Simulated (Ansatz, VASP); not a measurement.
## BaS: VASP beside Ansatz

INCAR

```
PREC = Accurate
ENCUT = 520
EDIFF = 1E-6
ISMEAR = 0
SIGMA = 0.05
LREAL = False
LASPH = True
NELM = 60
ALGO = Normal
ISIF = 2
LWAVE = False
LCHARG = False
GGA = PE
NBANDS = 15
```

File KPOINTS:

```
Automatic mesh
0
Gamma
  8 8 8
```

The input POSCAR:

```
BaS
1.0
    0.0000000000      3.1937500000      3.1937500000
    3.1937500000      0.0000000000      3.1937500000
    3.1937500000      3.1937500000      0.0000000000
Ba S
1 1
Direct
   -0.0313111546     -0.0313111546     -0.0129695049
    0.5000000000      0.5000000000      0.5000000000
```

Input for Ansatz:

```yaml
crystal:
  lattice:
    - [0.0, 3.19375, 3.19375]
    - [3.19375, 0.0, 3.19375]
    - [3.19375, 3.19375, 0.0]
  atoms:
    - { symbol: Ba, position: [-0.0313111546, -0.0313111546, -0.0129695049] }
    - { symbol: S, position: [0.5, 0.5, 0.5] }
basis:
  ecutwfc: 420
kpoints:
  mp_grid: { grid: [8, 8, 8] }
hamiltonian:
  xc: pbe
scf:
  occupations: { method: gaussian, width: 0.05 }
output:
  forces: true
  stress: true
  eigenvalues: true
```

Alike in both runs: task single point; functional PBE; k mesh 8 × 8 × 8; occupations gaussian, width 0.05 eV; no spin polarisation.

|  | VASP | Ansatz |
| --- | --- | --- |
| version | VASP 6.6.1 | Ansatz 0.2.0 |
| potentials or method | VASP PAW PBE potentials, release 64 (Ba_sv, S), cutoff 520 eV | scalar-relativistic, plane waves, PAW |
| valence electrons in the cell | 16 | 16 |

VASP gave:

| Quantity | Value |
| --- | --- |
| gap on the k mesh at the Fermi level (eV) | 2.41 |
| least direct gap on the mesh (eV) | 2.46 |
| pressure (GPa) | 2.3 |
| traceless stress, the component that is largest in VASP (GPa) | 0.63 |
| rms of the force components (eV/Å) | 0.363 |

Question: Estimate Ansatz's values.

Answer: gap on the k mesh at the Fermi level (eV): 2.50; least direct gap on the mesh (eV): 2.51; pressure (GPa): 1.6; traceless stress, the component that is largest in VASP (GPa): 0.57; rms of the force components (eV/Å): 0.332.

Atom by atom the forces differ by 0.031 eV/Å (rms over components).

Spin-orbit coupling is off throughout.
